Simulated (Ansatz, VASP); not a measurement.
# Two plane-wave programs on MgS

```xyz
2
Lattice="0.0000 2.8331 2.8331 2.8331 0.0000 2.8331 2.8331 2.8331 0.0000" Properties=species:S:1:pos:R:3 pbc="T T T"
Mg    0.0000    0.0000    0.0000
S     4.2497    4.2497    4.2497
```

Alike in both runs: task single point; functional BLYP; k mesh 8 × 8 × 8; no spin polarisation.

|  | VASP | Ansatz |
| --- | --- | --- |
| version | VASP 6.6.1 | Ansatz 0.2.0 |
| potentials or method | VASP PAW PBE potentials, release 64 (Mg, S), cutoff 600 eV | scalar-relativistic, plane waves, PAW |
| occupations | methfessel-paxton of order 1, width 0.272114 eV | methfessel-paxton of order 1 |
| valence electrons in the cell | 8 | 16 |

Ansatz gave:

| Property | Result |
| --- | --- |
| gap on the k mesh at the Fermi level (eV) | 3.58 |
| least direct gap on the mesh (eV) | 3.58 |
| pressure (GPa) | 2.4 |

Q: Which values does VASP return?

A: gap on the k mesh at the Fermi level (eV): 3.59; least direct gap on the mesh (eV): 3.59; pressure (GPa): 2.3.

VASP's potentials were made for PBE, not for BLYP. VASP's potentials hold 8 valence electrons a cell and Ansatz's 16, so a difference there can come from the potentials and not from the codes.
